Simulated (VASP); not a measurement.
# RuS (Fm-3m) in VASP: single point with r2SCAN+U

Aim: the single point of RuS with r2SCAN+U.

All numbers are computed with VASP 6.6.1; they aren't measurements. Logs are shortened: lines on timing, memory, paths and dates and some standing lists are left out, and cuts for length are marked.

### Step 1. The cell of the first run

It takes space group Fm-3m (No. 225, cubic). Conventional cell: a = 5.094 Å, b = 5.094 Å, c = 5.094 Å, α = 90.00°, β = 90.00°, γ = 90.00°. Ru (site symmetry m-3m) has 6 S at 2.55 Å within 3.4 Å. Within 3.4 Å of S (site symmetry m-3m) lie 6 Ru at 2.55 Å.

### Step 2. Single point, r2SCAN+U

File POSCAR:

```
RuS
1.0
    0.0000000000      2.5467554600      2.5467554600
    2.5467554600      0.0000000000      2.5467554600
    2.5467554600      2.5467554600      0.0000000000
Ru S
1 1
Direct
    0.5000000000      0.5000000000      0.5000000000
    0.0000000000      0.0000000000      0.0000000000
```

File INCAR.step1:

```
SYSTEM = RuS
  PREC = Accurate
  ENCUT = 660
  ISMEAR = 0
  SIGMA = 0.05
  LREAL = .FALSE.
  LASPH = .TRUE.
  NELM = 200
  LMAXMIX = 4
  LDAU = .TRUE.
  LDAUTYPE = 2
  LDAUL = 2 -1
  LDAUU = 7 0
  LDAUJ = 0 0
  NBANDS = 18
  GGA = PE
  ALGO = Normal
  EDIFF = 1E-5
  LWAVE = .TRUE.
  LCHARG = .FALSE.
  GGA_COMPAT = .FALSE.
```

File INCAR.step2:

```
SYSTEM = RuS
  PREC = Accurate
  ENCUT = 660
  EDIFF = 1E-6
  ISMEAR = 0
  SIGMA = 0.05
  LREAL = .FALSE.
  LASPH = .TRUE.
  NELM = 200
  ALGO = Normal
  ISIF = 2
  LWAVE = .FALSE.
  LCHARG = .FALSE.
  LMAXMIX = 4
  LDAU = .TRUE.
  LDAUTYPE = 2
  LDAUL = 2 -1
  LDAUU = 7 0
  LDAUJ = 0 0
  LDAUPRINT = 1
  METAGGA = R2SCAN
  LMIXTAU = .TRUE.
  NBANDS = 18
  ISTART = 1
  GGA_COMPAT = .FALSE.
```

File KPOINTS:

```
regular mesh
0
G
  6 6 6
  0 0 0
```

Potentials or basis: VASP PAW PBE potentials, release 64 (Ru_sv, S).

Run with:

```console
$ cat potpaw_PBE.64/Ru_sv/POTCAR potpaw_PBE.64/S/POTCAR > POTCAR
$ cp INCAR.step1 INCAR
$ mpirun -np 1 vasp_std > vasp.out
$ cp INCAR.step2 INCAR
$ mpirun -np 1 vasp_std > vasp.out
```

OUTCAR:

```text
SYSTEM = RuS
   PREC = Accurate
   ENCUT = 660
   EDIFF = 1E-6
   ISMEAR = 0
   LREAL = .FALSE.
   LASPH = .TRUE.
   NELM = 200
   ISIF = 2
   METAGGA = R2SCAN
   ISTART = 1

 ion  position               nearest neighbor table
   1  0.500  0.500  0.500-   2 2.55   2 2.55   2 2.55   2 2.55   2 2.55   2 2.55
   2  0.000  0.000  0.000-   1 2.55   1 2.55   1 2.55   1 2.55   1 2.55   1 2.55

  LATTYP: Found a face centered cubic cell.
 ALAT       =     5.0935109200

  Lattice vectors:

 A1 = (   0.0000000000,   2.5467554600,   2.5467554600)
 A2 = (   2.5467554600,   0.0000000000,   2.5467554600)
 A3 = (   2.5467554600,   2.5467554600,   0.0000000000)

Analysis of symmetry for initial positions (statically):
=====================================================================
 Subroutine PRICEL returns:
 Original cell was already a primitive cell.

 Routine SETGRP: Setting up the symmetry group for a
 face centered cubic supercell.

 Subroutine GETGRP returns: Found 48 space group operations
 (whereof 48 operations were pure point group operations)
 out of a pool of 48 trial point group operations.

The static configuration has the point symmetry O_h .

Analysis of symmetry for dynamics (positions and initial velocities):
=====================================================================
 Subroutine PRICEL returns:
 Original cell was already a primitive cell.

 Routine SETGRP: Setting up the symmetry group for a
 face centered cubic supercell.

 Subroutine GETGRP returns: Found 48 space group operations
 (whereof 48 operations were pure point group operations)
 out of a pool of 48 trial point group operations.

The dynamic configuration has the point symmetry O_h .

 Subroutine INISYM returns: Found 48 space group operations
 (whereof 48 operations are pure point group operations),
 and found     1 'primitive' translations

----------------------------------------------------------------------------------------

                                     Primitive cell

  volume of cell :      33.0363

  direct lattice vectors                    reciprocal lattice vectors
     0.000000000  2.546755460  2.546755460    -0.196328233  0.196328233  0.196328233
     2.546755460  0.000000000  2.546755460     0.196328233 -0.196328233  0.196328233
     2.546755460  2.546755460  0.000000000     0.196328233  0.196328233 -0.196328233

  length of vectors
     3.601656112  3.601656112  3.601656112     0.340050475  0.340050475  0.340050475

  position of ions in fractional coordinates (direct lattice)
     0.500000000  0.500000000  0.500000000
     0.000000000  0.000000000  0.000000000

  ion indices of the primitive-cell ions
   primitive index   ion index
                 1           1
                 2           2

----------------------------------------------------------------------------------------

 KPOINTS: regular mesh

Automatic generation of k-mesh.
 Grid dimensions read from file:
 generate k-points for:    6    6    6

 Generating k-lattice:

  Cartesian coordinates                     Fractional coordinates (reciprocal lattice)
    -0.032721372  0.032721372  0.032721372     0.166666667  0.000000000  0.000000000
     0.032721372 -0.032721372  0.032721372     0.000000000  0.166666667  0.000000000
     0.032721372  0.032721372 -0.032721372     0.000000000  0.000000000  0.166666667

  Length of vectors
     0.056675079  0.056675079  0.056675079

  Shift w.r.t. Gamma in fractional coordinates (k-lattice)
     0.000000000  0.000000000  0.000000000

 Subroutine IBZKPT returns following result:
 ===========================================

 Found     16 irreducible k-points:

 Following reciprocal coordinates:
            Coordinates               Weight
  0.000000  0.000000  0.000000      1.000000
  0.166667  0.000000  0.000000      8.000000
  0.333333  0.000000  0.000000      8.000000
  0.500000  0.000000  0.000000      4.000000
  0.166667  0.166667  0.000000      6.000000
  0.333333  0.166667  0.000000     24.000000
[... 8 lines left out ...]
 -0.333333  0.333333  0.166667     24.000000
 -0.333333  0.500000  0.166667     12.000000
   k-points           NKPTS =     16   k-points in BZ     NKDIM =     16   number of bands    NBANDS=     18
   number of dos      NEDOS =    301   number of ions     NIONS =      2
   total plane-waves  NPLWV =  27000
   dimension x,y,z NGX =    30 NGY =   30 NGZ =   30
   dimension x,y,z NGXF=    60 NGYF=   60 NGZF=   60
   ions per type =               1   1
   NGX,Y,Z   is equivalent  to a cutoff of  13.85, 13.85, 13.85 a.u.
   NGXF,Y,Z  is equivalent  to a cutoff of  27.69, 27.69, 27.69 a.u.
 SYSTEM =  RuS
   PREC   = accura    normal or accurate (medium, high low for compatibility)
   ISTART =      1    job   : 0-new  1-cont  2-samecut
   ICHARG =      0    charge: 1-file 2-atom 10-const
   ISPIN  =      1    spin polarized calculation?
   LNONCOLLINEAR =      F non collinear calculations
   LSORBIT =      F    spin-orbit coupling
   LASPH  =      T    aspherical Exc in radial PAW
   ENCUT  =  660.0 eV  48.51 Ry    6.96 a.u.   7.54  7.54  7.54*2*pi/ulx,y,z
   NELM   =    200;   NELMIN=  2; NELMDL=  0     # of ELM steps
   EDIFF  = 0.1E-05   stopping-criterion for ELM
   LREAL  =      F    real-space projection
   EDIFFG = 0.1E-04   stopping-criterion for IOM
   NSW    =      0    number of steps for IOM
   IBRION =     -1    ionic relax: 0-MD 1-quasi-New 2-CG
   NFREE  =      0    steps in history (QN), initial steepest desc. (CG)
   ISIF   =      2    stress and relaxation
   ISYM   =      2    0-nonsym 1-usesym 2-fastsym
   POTIM  = 0.5000    time-step for ionic-motion
   TEBEG  =    0.0;   TEEND  =   0.0 temperature during run
   PSTRESS=    0.0 pullay stress
   NELECT =      22.0000    total number of electrons
   NUPDOWN=      -1.0000    fix difference up-down
   EMIN   =  10.00;   EMAX   =-10.00  energy-range for DOS
   EFERMI =   0.00;   METHOD = LEGACY
   ISMEAR =     0;   SIGMA  =   0.05  broadening in eV -4-tet -1-fermi 0-gaus
   EFERMI_NEDOS =   21; number of points for ismear=-14 and -15
   IALGO  =     38    algorithm
   IMIX   =      4    mixing-type and parameters
     AMIX     =   0.40;   BMIX     =  1.00
     AMIX_MAG =   1.60;   BMIX_MAG =  1.00
  volume/ion in A,a.u.               =      16.52       111.47
  Fermi-wavevector in a.u.,A,eV,Ry     =   1.429613  2.701577 27.807495  2.043793
  Thomas-Fermi vector in A             =   2.549548
   LORBIT       =      0    0 simple, 1 ext, 2 COOP (PROOUT), +10 PAW based schemes
 LDA+U is selected, type is set to LDAUTYPE =  2
   angular momentum for each species LDAUL =     2   -1
   U (eV)           for each species LDAUU =   7.0  0.0
   J (eV)           for each species LDAUJ =   0.0  0.0
   METAGGA = R2SCAN    functional components
   LHFCALC =     F    Hartree Fock is set to
   AEXX    =    0.0000 exact exchange contribution
   IVDW    =     0    specifies the selected vdW correction
   LEPSILON=     F    determine dielectric tensor
   LRPA    =     F    only Hartree local field effects (RPA)
 non-spin polarized calculation
 Gauss-broadening in eV      SIGMA  =   0.05
  energy-cutoff  :      660.00
  volume of cell :       33.04
 maximum number of plane-waves:      1303
   NGX = 15   NGY = 15   NGZ = 15

atom =   1  type =  1  l = 2

 onsite density matrix

spin component  1

  0.8374  0.0000  0.0000  0.0000  0.0000
  0.0000  0.8374 -0.0000  0.0000 -0.0000
  0.0000 -0.0000  0.1367  0.0000 -0.0000
  0.0000  0.0000  0.0000  0.8374 -0.0000
  0.0000 -0.0000 -0.0000 -0.0000  0.1367

spin component  2

  0.8374  0.0000  0.0000  0.0000  0.0000
  0.0000  0.8374 -0.0000  0.0000 -0.0000
  0.0000 -0.0000  0.1367  0.0000 -0.0000
  0.0000  0.0000  0.0000  0.8374 -0.0000
  0.0000 -0.0000 -0.0000 -0.0000  0.1367

 occupancies and eigenvectors

  o =  0.1367  v =  0.0000  0.0000  0.9987 -0.0000  0.0511  0.0000  0.0000  0.0000  0.0000  0.0000      0.0000  0.0000  0.0000  0.0000  0.0000  0.0000  0.0000  0.0000  0.0000  0.0000
  o =  0.1367  v =  0.0000  0.0000  0.0000  0.0000  0.0000  0.0000  0.0000  0.9987 -0.0000  0.0511      0.0000  0.0000  0.0000  0.0000  0.0000  0.0000  0.0000  0.0000  0.0000  0.0000
  o =  0.1367  v =  0.0000 -0.0000  0.0511 -0.0000 -0.9987  0.0000  0.0000  0.0000  0.0000  0.0000      0.0000  0.0000  0.0000  0.0000  0.0000  0.0000  0.0000  0.0000  0.0000  0.0000
  o =  0.1367  v =  0.0000  0.0000  0.0000  0.0000  0.0000  0.0000 -0.0000  0.0511 -0.0000 -0.9987      0.0000  0.0000  0.0000  0.0000  0.0000  0.0000  0.0000  0.0000  0.0000  0.0000
  o =  0.8374  v =  0.0000  0.0000  0.0000  0.0000  0.0000  0.0000  0.4872 -0.0000  0.8733 -0.0000      0.0000  0.0000  0.0000  0.0000  0.0000  0.0000  0.0000  0.0000  0.0000  0.0000
  o =  0.8374  v =  0.0000  0.4872 -0.0000  0.8733 -0.0000  0.0000  0.0000  0.0000  0.0000  0.0000      0.0000  0.0000  0.0000  0.0000  0.0000  0.0000  0.0000  0.0000  0.0000  0.0000
  o =  0.8374  v =  1.0000  0.0000  0.0000  0.0000  0.0000  0.0000  0.0000  0.0000  0.0000  0.0000      0.0000  0.0000  0.0000  0.0000  0.0000  0.0000  0.0000  0.0000  0.0000  0.0000
  o =  0.8374  v =  0.0000  0.0000  0.0000  0.0000  0.0000  1.0000  0.0000  0.0000  0.0000  0.0000      0.0000  0.0000  0.0000  0.0000  0.0000  0.0000  0.0000  0.0000  0.0000  0.0000
  o =  0.8374  v =  0.0000  0.0000  0.0000  0.0000  0.0000  0.0000 -0.8733  0.0000  0.4872  0.0000      0.0000  0.0000  0.0000  0.0000  0.0000  0.0000  0.0000  0.0000  0.0000  0.0000
  o =  0.8374  v =  0.0000 -0.8733  0.0000  0.4872  0.0000  0.0000  0.0000  0.0000  0.0000  0.0000      0.0000  0.0000  0.0000  0.0000  0.0000  0.0000  0.0000  0.0000  0.0000  0.0000

 number of electron      21.9999995 magnetization

 Free energy of the ion-electron system (eV)
  ---------------------------------------------------
  ext. energy  EPLUGINS =         0.00000000
  ---------------------------------------------------
  free energy    TOTEN  =       -27.12584225 eV

  energy without entropy =      -27.12584225  energy(sigma->0) =      -27.12584225

 E-fermi :   8.5590     XC(G=0): -12.3685

 val. band max:        8.1973532380   @ k =  -0.1667   0.1667   0.0000
 cond. band min:       9.7015019519   @ k =   0.0000   0.0000   0.0000
 fundamental gap:      1.5041487139
 Fermi energy:         8.5589762299

 k-point     1 :       0.0000    0.0000    0.0000
  band No.  band energies     occupation
      1     -64.8911      2.00000
      2     -34.1373      2.00000
      3     -34.1372      2.00000
      4     -34.1371      2.00000
      5      -5.7944      2.00000
      6       5.4750      2.00000
[... 313 lines left out ...]
      5      -4.2293      2.00000
      6       3.8250      2.00000
[... 10 lines left out ...]
     17      21.3500      0.00000
     18      24.5986      0.00000

------------------------ aborting loop because EDIFF is reached ----------------------------------------

  FORCE on cell =-STRESS in cart. coord.  units (eV):
  Direction    XX          YY          ZZ          XY          YZ          ZX
  --------------------------------------------------------------------------------------
  -------------------------------------------------------------------------------------
  Total        0.5930516      0.5930516      0.5930516      0.0000000      0.0000000     -0.0000000
  in kB       28.7614851     28.7614851     28.7614851      0.0000000      0.0000000     -0.0000000
  external PRESSURE =      28.7614851 kB  Pullay stress =       0.0000000 kB

 VOLUME and BASIS-vectors are now :
 -----------------------------------------------------------------------------
  energy-cutoff  :      660.00
  volume of cell :       33.04
      direct lattice vectors                 reciprocal lattice vectors
     0.000000000  2.546755460  2.546755460    -0.196328233  0.196328233  0.196328233
     2.546755460  0.000000000  2.546755460     0.196328233 -0.196328233  0.196328233
     2.546755460  2.546755460  0.000000000     0.196328233  0.196328233 -0.196328233

 POSITION                                       TOTAL-FORCE (eV/Angst)
 -----------------------------------------------------------------------------------
      2.54676      2.54676      2.54676         0.000000      0.000000      0.000000
      0.00000      0.00000      0.00000        -0.000000     -0.000000     -0.000000
 -----------------------------------------------------------------------------------
    total drift:                                0.000000     -0.000000      0.000000

  FREE ENERGIE OF THE ION-ELECTRON SYSTEM (eV)
  ---------------------------------------------------
  free  energy   TOTEN  =       -27.1258422524 eV

  energy  without entropy=      -27.1258422524  energy(sigma->0) =      -27.12584225
```

It took 28 s on 1 thread of Intel Xeon 6975P-C (Granite Rapids), shared host; peak memory 0.17 GiB.

Results:

| Property | Result |
| --- | --- |
| Free energy | -27.1258 eV |
| Pressure | 2.9 GPa |
| Band gap on the k mesh | 1.50 eV (least direct gap 1.86 eV) |

Eigenvalues of the final occupation matrices:
| site | spin | trace | eigenvalues |
| --- | --- | --- | --- |
| site 1 d | 1 | 2.79 | 0.14 0.14 0.84 0.84 0.84 |
| site 1 d | 2 | 2.79 | 0.14 0.14 0.84 0.84 0.84 |

Caveat: the PAW data sets were made with another functional, which shifts forces and pressure a little. A k mesh can miss the band edges.
